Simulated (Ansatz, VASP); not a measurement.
# HfC in VASP and in Ansatz

The input INCAR:

```
ALGO = Normal
EDIFF = 1E-6
ENCUT = 520
GGA = PS
ISIF = 2
ISMEAR = 0
LASPH = T
LCHARG = F
LREAL = F
LWAVE = F
NBANDS = 14
NELM = 60
PREC = Accurate
SIGMA = 0.15
```

Contents of KPOINTS:

```
k-points
0
Gamma
  18 18 18
```

POSCAR

```
HfC
1.0
    0.0000000000      2.3598750000      2.3250000000
    2.3598750000      0.0000000000      2.3250000000
    2.3598750000      2.3598750000      0.0000000000
Hf C
1 1
Direct
    0.5000000000      0.5000000000      0.5000000000
    0.0000000000      0.0000000000      0.0000000000
```

Input for Ansatz:

```yaml
crystal:
  lattice:
    - [0.0, 2.359875, 2.325]
    - [2.359875, 0.0, 2.325]
    - [2.359875, 2.359875, 0.0]
  atoms:
    - { symbol: Hf, position: [0.5, 0.5, 0.5] }
    - { symbol: C, position: [0.0, 0.0, 0.0] }
basis:
  ecutwfc: 420
kpoints:
  mp_grid: { grid: [18, 18, 18] }
hamiltonian:
  xc: pbesol
scf:
  occupations: { method: gaussian, width: 0.15 }
output:
  forces: true
  stress: true
  eigenvalues: true
```

Change from the starting cell: strain +0.0150 x Voigt [1, 1, 0, 0, 0, 0], atoms carried along.

Alike in both runs: task single point; functional PBEsol; k mesh 18 × 18 × 18; occupations gaussian, width 0.15 eV; no spin polarisation.

|  | VASP | Ansatz |
| --- | --- | --- |
| version | VASP 6.6.1 | Ansatz 0.2.0 |
| potentials or method | VASP PAW PBE potentials, release 64 (Hf_pv, C), cutoff 520 eV | scalar-relativistic, plane waves, PAW |
| valence electrons in the cell | 14 | 30 |

VASP gave:

```
gap on the k mesh at the Fermi level (eV)                     : none
pressure (GPa)                                                : -13.2
traceless stress, the component that is largest in VASP (GPa) : 3.48
```

**Question.** Which values does Ansatz return?

**Answer.** gap on the k mesh at the Fermi level (eV): none; pressure (GPa): -12.7; traceless stress, the component that is largest in VASP (GPa): 3.44.

VASP's potentials were made for PBE, not for PBEsol. A gap of «none» marks a metal or a gap that the smearing closes. The functional is the same, so the differences come from potentials, cutoffs and numerics. VASP's potentials hold 14 valence electrons a cell and Ansatz's 30, so a difference there can come from the potentials and not from the codes.

Spin-orbit coupling is off throughout.
